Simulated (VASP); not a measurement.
CoC2, 3 atoms in the cell. The structure is cubic, space group Fm-3m (No. 225). Conventional cell: a = 4.472 Å, b = 4.472 Å, c = 4.472 Å, α = 90.00°, β = 90.00°, γ = 90.00°. Co (site symmetry m-3m) has 8 C at 1.94 Å within 2.6 Å. C (site symmetry -43m) has 4 Co at 1.94 Å and 6 C at 2.24 Å within 2.6 Å. 

* Program: VASP 6.6.1
* Task: single point
* Functional: r2SCAN
* Potentials or basis: VASP PAW PBE potentials, release 64 (Co, C)
* Cutoff: 660 eV
* k mesh: 13 × 13 × 13
* Occupations: fermi-dirac, width 0.0965 eV
* Spin: no spin polarisation
* Dipole correction: no
* Further INCAR settings: ALGO = Normal; EDIFF = 1e-06; NBANDS = 16

Potentials or basis: VASP PAW PBE potentials, release 64 (Co, C).

Run with:

```bash
$ cat potpaw_PBE.64/Co/POTCAR potpaw_PBE.64/C/POTCAR > POTCAR
$ cp INCAR.step1 INCAR
$ mpirun -np 1 vasp_std > vasp.out
$ cp INCAR.step2 INCAR
$ mpirun -np 1 vasp_std > vasp.out
```

Hardware: 1 thread of Intel(R) Xeon(R) Platinum 8488C (Sapphire Rapids) (shared host).

**Question.** How long does it take, and how much memory?

**Answer.** Wall time 2.1 min on 1 thread of Intel(R) Xeon(R) Platinum 8488C (Sapphire Rapids), on a shared host, peak memory 0.19 GiB. Counts: k points 84.
